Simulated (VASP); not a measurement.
# RbBr in VASP: notebook, part 2 of 2

VASP 6.6.1. The steps go on from the part before.

### Step 5. Single point, PBE (volume changed by -6%)

Contents of INCAR:

```
SYSTEM = RbBr
PREC = Accurate
ENCUT = 520
EDIFF = 1E-6
ISMEAR = 0
SIGMA = 0.01
LREAL = .FALSE.
LASPH = .TRUE.
NELM = 80
ALGO = Normal
ISIF = 2
LWAVE = .FALSE.
LCHARG = .FALSE.
GGA = PE
NBANDS = 24
```

Contents of KPOINTS:

```
regular mesh
0
G
  6 6 4
  0 0 0
```

Contents of POSCAR:

```
RbBr
1.0
    5.8104058332      0.0000000000      0.0000000000
   -2.9052029166      5.0319590579      0.0000000000
    0.0000000000      0.0000000000      6.8149477616
Rb Br
2 2
Direct
    0.3333333333      0.6666666667     -0.0624917499
    0.6666666667      0.3333333333      0.4375082501
    0.3333333333      0.6666666667      0.4374917499
    0.6666666667      0.3333333333      0.9374917499
```

Potentials or basis: VASP PAW PBE potentials, release 64 (Rb_sv, Br).

On the command line:

```
$ cat potpaw_PBE.64/Rb_sv/POTCAR potpaw_PBE.64/Br/POTCAR > POTCAR
$ mpirun -np 1 vasp_std > vasp.out
```

OUTCAR:

```text
SYSTEM = RbBr
   PREC = Accurate
   ENCUT = 520
   EDIFF = 1E-6
   ISMEAR = 0
   LREAL = .FALSE.
   LASPH = .TRUE.
   NELM = 80
   ISIF = 2
   GGA = PE

 ion  position               nearest neighbor table
   1  0.333  0.667  0.938-   4 3.35   4 3.35   4 3.35   3 3.41   3 3.41   2 4.78   2 4.78   2 4.78
                             2 4.78   2 4.78   2 4.78
   2  0.667  0.333  0.438-   3 3.35   3 3.35   3 3.35   4 3.41   4 3.41   1 4.78   1 4.78   1 4.78
                             1 4.78   1 4.78   1 4.78
   3  0.333  0.667  0.437-   2 3.35   2 3.35   2 3.35   1 3.41   1 3.41
   4  0.667  0.333  0.937-   1 3.35   1 3.35   1 3.35   2 3.41   2 3.41

  LATTYP: Found a hexagonal cell.
 ALAT       =     5.8104058332
 C/A-ratio  =     1.1728867066

  Lattice vectors:

 A1 = (   5.8104058332,   0.0000000000,   0.0000000000)
 A2 = (  -2.9052029166,   5.0319590579,   0.0000000000)
 A3 = (   0.0000000000,   0.0000000000,   6.8149477616)

Analysis of symmetry for initial positions (statically):
=====================================================================
 Subroutine PRICEL returns:
 Original cell was already a primitive cell.

 Routine SETGRP: Setting up the symmetry group for a
 hexagonal supercell.

 Subroutine GETGRP returns: Found 12 space group operations
 (whereof  6 operations were pure point group operations)
 out of a pool of 24 trial point group operations.

The static configuration has the point symmetry C_3v.
 The point group associated with its full space group is C_6v.

Analysis of symmetry for dynamics (positions and initial velocities):
=====================================================================
 Subroutine PRICEL returns:
 Original cell was already a primitive cell.

 Routine SETGRP: Setting up the symmetry group for a
 hexagonal supercell.

 Subroutine GETGRP returns: Found 12 space group operations
 (whereof  6 operations were pure point group operations)
 out of a pool of 24 trial point group operations.

The dynamic configuration has the point symmetry C_3v.
 The point group associated with its full space group is C_6v.

 Subroutine INISYM returns: Found 12 space group operations
 (whereof  6 operations are pure point group operations),
 and found     1 'primitive' translations

----------------------------------------------------------------------------------------

                                     Primitive cell

  volume of cell :     199.2536

  direct lattice vectors                    reciprocal lattice vectors
     5.810405833  0.000000000  0.000000000     0.172105018  0.099364878  0.000000000
    -2.905202917  5.031959058  0.000000000     0.000000000  0.198729757  0.000000000
     0.000000000  0.000000000  6.814947762     0.000000000  0.000000000  0.146736268

  length of vectors
     5.810405833  5.810405833  6.814947762     0.198729757  0.198729757  0.146736268

  position of ions in fractional coordinates (direct lattice)
     0.333333333  0.666666667  0.937508250
     0.666666667  0.333333333  0.437508250
     0.333333333  0.666666667  0.437491750
     0.666666667  0.333333333  0.937491750

  ion indices of the primitive-cell ions
   primitive index   ion index
                 1           1
                 2           2
                 3           3
                 4           4

[... 24 lines left out ...]
 Found     21 irreducible k-points:

 Following reciprocal coordinates:
            Coordinates               Weight
  0.000000  0.000000  0.000000      1.000000
  0.166667  0.000000  0.000000      6.000000
  0.333333 -0.000000  0.000000      6.000000
  0.500000  0.000000  0.000000      3.000000
  0.166667  0.166667  0.000000      6.000000
  0.333333  0.166667  0.000000     12.000000
[... 13 lines left out ...]
  0.333333  0.166667  0.500000     12.000000
  0.333333  0.333333  0.500000      2.000000
   k-points           NKPTS =     21   k-points in BZ     NKDIM =     21   number of bands    NBANDS=     24
   number of dos      NEDOS =    301   number of ions     NIONS =      4
   total plane-waves  NPLWV = 124416
   dimension x,y,z NGX =    48 NGY =   48 NGZ =   54
   dimension x,y,z NGXF=    96 NGYF=   96 NGZF=  108
   ions per type =               2   2
   NGX,Y,Z   is equivalent  to a cutoff of  13.73, 13.73, 13.17 a.u.
   NGXF,Y,Z  is equivalent  to a cutoff of  27.47, 27.47, 26.35 a.u.
 SYSTEM =  RbBr
   PREC   = accura    normal or accurate (medium, high low for compatibility)
   ISTART =      0    job   : 0-new  1-cont  2-samecut
   ICHARG =      2    charge: 1-file 2-atom 10-const
   ISPIN  =      1    spin polarized calculation?
   LNONCOLLINEAR =      F non collinear calculations
   LSORBIT =      F    spin-orbit coupling
   LASPH  =      T    aspherical Exc in radial PAW
   ENCUT  =  520.0 eV  38.22 Ry    6.18 a.u.  10.80 10.80 12.67*2*pi/ulx,y,z
   NELM   =     80;   NELMIN=  2; NELMDL= -5     # of ELM steps
   EDIFF  = 0.1E-05   stopping-criterion for ELM
   LREAL  =      F    real-space projection
   EDIFFG = 0.1E-04   stopping-criterion for IOM
   NSW    =      0    number of steps for IOM
   IBRION =     -1    ionic relax: 0-MD 1-quasi-New 2-CG
   NFREE  =      0    steps in history (QN), initial steepest desc. (CG)
   ISIF   =      2    stress and relaxation
   ISYM   =      2    0-nonsym 1-usesym 2-fastsym
   POTIM  = 0.5000    time-step for ionic-motion
   TEBEG  =    0.0;   TEEND  =   0.0 temperature during run
   PSTRESS=    0.0 pullay stress
   NELECT =      32.0000    total number of electrons
   NUPDOWN=      -1.0000    fix difference up-down
   EMIN   =  10.00;   EMAX   =-10.00  energy-range for DOS
   EFERMI =   0.00;   METHOD = LEGACY
   ISMEAR =     0;   SIGMA  =   0.01  broadening in eV -4-tet -1-fermi 0-gaus
   EFERMI_NEDOS =   21; number of points for ismear=-14 and -15
   IALGO  =     38    algorithm
   IMIX   =      4    mixing-type and parameters
     AMIX     =   0.40;   BMIX     =  1.00
     AMIX_MAG =   1.60;   BMIX_MAG =  1.00
  volume/ion in A,a.u.               =      49.81       336.16
  Fermi-wavevector in a.u.,A,eV,Ry     =   0.889862  1.681596 10.773839  0.791855
  Thomas-Fermi vector in A             =   2.011478
   LORBIT       =      0    0 simple, 1 ext, 2 COOP (PROOUT), +10 PAW based schemes
   GGA     = PE    functional components
   LHFCALC =     F    Hartree Fock is set to
   AEXX    =    0.0000 exact exchange contribution
   IVDW    =     0    specifies the selected vdW correction
   LEPSILON=     F    determine dielectric tensor
   LRPA    =     F    only Hartree local field effects (RPA)
 non-spin polarized calculation
 Gauss-broadening in eV      SIGMA  =   0.01
  energy-cutoff  :      520.00
  volume of cell :      199.25
 maximum number of plane-waves:      5401
 NGX is ok and might be reduce to    48
   NGX = 21   NGY = 21   NGZ = 25

 number of electron      31.9999998 magnetization

 Free energy of the ion-electron system (eV)
  ---------------------------------------------------
  ext. energy  EPLUGINS =         0.00000000
  ---------------------------------------------------
  free energy    TOTEN  =       -12.03907026 eV

  energy without entropy =      -12.03907026  energy(sigma->0) =      -12.03907026

 E-fermi :  -2.4487     XC(G=0):  -6.2571

 val. band max:       -2.4907365410   @ k =   0.0000   0.0000   0.0000
 cond. band min:       1.6247825210   @ k =   0.0000   0.0000   0.0000
 fundamental gap:      4.1155190620
 Fermi energy:        -2.4486619847

 k-point     1 :       0.0000    0.0000    0.0000
  band No.  band energies     occupation
      1     -27.0361      2.00000
      2     -27.0252      2.00000
      3     -14.6387      2.00000
      4     -14.5935      2.00000
      5     -11.2648      2.00000
      6     -11.2078      2.00000
[... 556 lines left out ...]
     23       5.6845      0.00000
     24       5.6845      0.00000

------------------------ aborting loop because EDIFF is reached ----------------------------------------

  FORCE on cell =-STRESS in cart. coord.  units (eV):
  Direction    XX          YY          ZZ          XY          YZ          ZX
  --------------------------------------------------------------------------------------
  -------------------------------------------------------------------------------------
  Total        0.8672560      0.8672560      0.9634966      0.0000000      0.0000000      0.0000000
  in kB        6.9735157      6.9735157      7.7473767      0.0000000      0.0000000      0.0000000
  external PRESSURE =       7.2314694 kB  Pullay stress =       0.0000000 kB

 VOLUME and BASIS-vectors are now :
 -----------------------------------------------------------------------------
  energy-cutoff  :      520.00
  volume of cell :      199.25
      direct lattice vectors                 reciprocal lattice vectors
     5.810405833  0.000000000  0.000000000     0.172105018  0.099364878  0.000000000
    -2.905202917  5.031959058  0.000000000     0.000000000  0.198729757  0.000000000
     0.000000000  0.000000000  6.814947762     0.000000000  0.000000000  0.146736268

 POSITION                                       TOTAL-FORCE (eV/Angst)
 -----------------------------------------------------------------------------------
     -0.00000      3.35464      6.38907         0.000000     -0.000000     -0.000254
      2.90520      1.67732      2.98160        -0.000000      0.000000     -0.000254
     -0.00000      3.35464      2.98148         0.000000      0.000000      0.000254
      2.90520      1.67732      6.38896        -0.000000     -0.000000      0.000254
 -----------------------------------------------------------------------------------
    total drift:                               -0.000000      0.000000      0.000387

  FREE ENERGIE OF THE ION-ELECTRON SYSTEM (eV)
  ---------------------------------------------------
  free  energy   TOTEN  =       -12.0390702650 eV

  energy  without entropy=      -12.0390702650  energy(sigma->0) =      -12.03907026
```

OSZICAR:

```text
N       E                     dE             d eps       ncg     rms          rms(c)
DAV:   1     0.223315513643E+03    0.22332E+03   -0.12854E+04  1008   0.109E+03
DAV:   2     0.104976593897E+02   -0.21282E+03   -0.20162E+03  1344   0.217E+02
DAV:   3    -0.121848708858E+02   -0.22683E+02   -0.22594E+02  1664   0.723E+01
DAV:   4    -0.126633148489E+02   -0.47844E+00   -0.47777E+00  1368   0.115E+01
DAV:   5    -0.126857630511E+02   -0.22448E-01   -0.22447E-01  1552   0.169E+00    0.419E+00
DAV:   6    -0.120809490334E+02    0.60481E+00   -0.87123E-01  1176   0.320E+00    0.289E+00
DAV:   7    -0.119964731423E+02    0.84476E-01   -0.47805E-01  1224   0.240E+00    0.138E+00
DAV:   8    -0.120285121517E+02   -0.32039E-01   -0.54841E-02  1272   0.967E-01    0.196E-01
DAV:   9    -0.120368999679E+02   -0.83878E-02   -0.16966E-02  1120   0.464E-01    0.155E-01
DAV:  10    -0.120387436416E+02   -0.18437E-02   -0.25422E-03  1032   0.252E-01    0.273E-02
DAV:  11    -0.120390090465E+02   -0.26540E-03   -0.34789E-04  1216   0.877E-02    0.204E-02
DAV:  12    -0.120390676554E+02   -0.58609E-04   -0.73284E-05  1072   0.525E-02    0.620E-03
DAV:  13    -0.120390694336E+02   -0.17781E-05   -0.25342E-06  1248   0.714E-03    0.535E-03
DAV:  14    -0.120390702650E+02   -0.83142E-06   -0.43423E-06   944   0.106E-02
   1 F= -.12039070E+02 E0= -.12039070E+02  d E =-.803314E-12
```

It took 2 min on 1 thread of Intel Xeon Platinum 8488C (Sapphire Rapids), shared host; peak memory 0.36 GiB.

What came out:

```
Free energy            : -12.0391 eV
Pressure               : 0.7 GPa
Band gap on the k mesh : 4.12 eV, direct
```

Levels at points of the mesh, in eV from the valence-band top:
```tsv
k point	band 12	band 13	band 14	band 15	band 16	band 17	band 18	band 19	band 20	band 21
(0.00, 0.00, 0.00)	-0.38	-0.38	-0.29	-0.29	0.00	4.12	6.93	7.10	7.10	7.92
(0.50, 0.00, 0.00)	-0.42	-0.33	-0.28	-0.16	-0.13	5.82	6.29	6.39	6.52	7.58
(0.00, 0.00, 0.50)	-0.57	-0.36	-0.36	-0.36	-0.36	5.28	5.28	8.42	8.42	8.42
(0.50, 0.00, 0.50)	-0.78	-0.30	-0.30	-0.26	-0.26	6.17	6.17	7.60	7.60	7.88
```

 A k mesh can miss the band edges.

### Step 6. The runs side by side

```tsv
level	cell	gap on the mesh (eV)	pressure (GPa)
r2SCAN	a = 5.890, b = 5.890, c = 6.870 Å, angles 90.0, 90.0, 120.0°, 4 atoms	4.65	0.0
r2SCAN	a = 5.948, b = 5.948, c = 6.938 Å, angles 90.0, 90.0, 120.0°, 4 atoms	4.62	-0.3
r2SCAN	a = 6.006, b = 6.006, c = 7.005 Å, angles 90.0, 90.0, 120.0°, 4 atoms	4.58	-0.5
PBE	a = 5.810, b = 5.810, c = 6.815 Å, angles 90.0, 90.0, 120.0°, 4 atoms	4.12	0.7
```

Alike in all rows: task single point; potentials or basis VASP PAW PBE potentials, release 64 (Rb_sv, Br); no spin polarisation; k mesh 6 × 6 × 4; cutoff (eV) 520; smearing gaussian 0.01 eV.

Caveats: the PAW data sets were made with another functional, which shifts forces and pressure a little (some runs).

Absolute energies hang on the potentials; compare differences alone.
